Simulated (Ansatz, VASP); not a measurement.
# Fe2O3 in VASP and in Ansatz

```
Fe O
1.0
     2.38650    1.37785    4.43454
    -2.38650    1.37785    4.43454
     0.00000   -2.75570    4.43454
Fe O
4 6
Direct
  0.34545 0.34545 0.34545
  0.15455 0.15455 0.15455
  0.65455 0.65455 0.65455
  0.84545 0.84545 0.84545
  0.56322 0.93678 0.25000
  0.25000 0.56322 0.93678
  0.93678 0.25000 0.56322
  0.43678 0.06322 0.75000
  0.75000 0.43678 0.06322
  0.06322 0.75000 0.43678
```

Alike in both runs: functional PBE; k mesh 6 × 6 × 6; occupations gaussian, width 0.05 eV; collinear spin.

Ansatz relaxed the structure, and its values are those at the end. VASP's run is a single point on that final structure, the one shown.

```csv
,VASP,Ansatz
version,VASP 6.6.1,Ansatz 0.2.0
potentials or method,"VASP PAW PBE potentials, release 64 (Fe, O), cutoff 520 eV","scalar-relativistic, plane waves, PAW"
valence electrons in the cell,68,100
```

|  | VASP | Ansatz | Ansatz less VASP |
| --- | --- | --- | --- |
| gap on the k mesh at the Fermi level (eV) | none | none | - |
| pressure (GPa) | 1.7 | 0.0 | -1.66 |
| rms of the force components (eV/Å) | 0.018 | 0.000 | -0.0182 |
| net moment per atom (μB) | 0.40 | 0.40 | 0.000 |
| size of the moment on the site where the two differ most (μB) | 0.94 | 0.86 | -0.080 |

Site moments also hang on the region over which each program counts them. A gap of «none» marks a metal or a gap that the smearing closes. With one functional, cell and mesh, what is left measures potentials, basis and numerics. VASP's potentials hold 68 valence electrons a cell and Ansatz's 100, so a difference there can come from the potentials and not from the codes.
